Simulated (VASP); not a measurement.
Crystal: PbS.

```
Pb S
1.0
     2.06375   -5.86928    0.00000
     2.06375    5.86928    0.00000
     0.00000    0.00000    4.26044
Pb S
2 2
Direct
  0.87228 0.12772 0.75000
  0.12772 0.87228 0.25000
  0.64368 0.35632 0.75000
  0.35632 0.64368 0.25000
```

Base run:

* Program: VASP 6.6.1
* Functional: r2SCAN
* Potentials or basis: VASP PAW PBE potentials, release 64 (Pb_d, S)
* Cutoff: 520 eV
* k mesh: 6 × 6 × 6
* Occupations: gaussian, width 0.01 eV
* Spin: no spin polarisation

Its results: band gap on the k mesh 1.43 eV (least direct gap 1.67 eV); pressure 1.0 GPa; largest force 0.020 eV/Å.

Problem. The run is repeated on the same cell with these changes: functional from r2SCAN to PBE; occupations from gaussian, width 0.01 eV to fermi-dirac, width 0.02 eV. What comes out?

Solution. Band gap on the k mesh 1.17 eV (least direct gap 1.32 eV); pressure 2.1 GPa; largest force 0.125 eV/Å.

Caveats: spin-orbit coupling is left out, which moves the levels of the heavy elements; the PAW data sets were made with another functional, which shifts forces and pressure a little (at least some runs).

A k mesh can miss the band edges.
